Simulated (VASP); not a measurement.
A run of VASP 6.6.1:

The input INCAR:

```
SYSTEM = CdSe
PREC     = Accurate       ! precision mode
ENCUT    = 500            ! plane-wave cutoff, eV
EDIFF    = 1E-6           ! SCF threshold, eV
ISMEAR   = 0              ! smearing method
SIGMA    = 0.01           ! smearing width, eV
LREAL    = .FALSE.        ! projectors in reciprocal space
LASPH    = .TRUE.         ! aspherical terms in the spheres
NELM     = 120            ! most SCF steps
ALGO     = Normal         ! electronic algorithm
ISIF     = 2              ! what is computed and relaxed
LWAVE    = .FALSE.        ! write WAVECAR
LCHARG   = .FALSE.        ! write CHGCAR
NBANDS   = 16             ! bands
GGA_COMPAT= .FALSE.
```

Contents of KPOINTS:

```
Automatic mesh
0
G
  5 5 5
  0 0 0
```

POSCAR

```
CdSe
1.0
    0.0000000000      3.0444691835      3.0444691835
    3.0444691835      0.0000000000      3.0444691835
    3.0444691835      3.0444691835      0.0000000000
Cd Se
1 1
Direct
    0.0000000000      0.0000000000      0.0000000000
    0.7500000000      0.7500000000      0.7500000000
```

Potentials or basis: VASP PAW LDA potentials, release 64 (Cd, Se).

The run is started by

```bash
$ cat potpaw_LDA.64/Cd/POTCAR potpaw_LDA.64/Se/POTCAR > POTCAR
$ mpirun -np 1 vasp_std > vasp.out
```

Hardware: 1 thread of Intel(R) Xeon(R) Platinum 8259CL CPU @ 2.50GHz (Skylake/Cascade Lake), on a shared host.

Problem. How long does it take, and how much memory?

Solution. Run time: 8.3 s on 1 thread of Intel(R) Xeon(R) Platinum 8259CL CPU @ 2.50GHz (Skylake/Cascade Lake), with other jobs on the host, peak memory 0.15 GiB. Counts: scf iterations 12, k points 10.
